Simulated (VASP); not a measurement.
The system is GdTiH3.

```xyz
5
Lattice="3.6993 0.0000 0.0000 0.0000 3.6993 0.0000 0.0000 0.0000 3.6993" Properties=species:S:1:pos:R:3 pbc="T T T"
Ti    0.0000    0.0000    0.0000
H     1.8497    0.0000    0.0000
H     0.0000    1.8497    0.0000
H     0.0000    0.0000    1.8497
Gd    1.8497    1.8497    1.8497
```

Base run:

```yaml
Program: VASP 6.6.1
Functional: PBE
Potentials_or_basis: VASP PAW PBE potentials, release 64 (Ti_sv, H, Gd)
Cutoff: 520 eV
k_mesh: 6 × 6 × 6
Occupations: fermi-dirac, width 0.1 eV
Spin: no spin polarisation
Hubbard_terms: Gd f U = 6.44 eV
```

Its results: pressure 10.1 GPa.

Question: The run is repeated on the same cell with these changes: spin from no spin polarisation to collinear spin, ferrimagnetic start; further incar settings from ALGO = Normal; EDIFF = 1e-06; NBANDS = 24; ISYM = 0 to ALGO = Normal; EDIFF = 1e-06; NBANDS = 28. What comes out?

Answer: Pressure 6.5 GPa; net moment -7.52 μB per cell; site moments Ti -0.11; H +0.01; Gd -6.99 μB.

Caveats: U without spin polarisation on a metal has little footing (some runs).
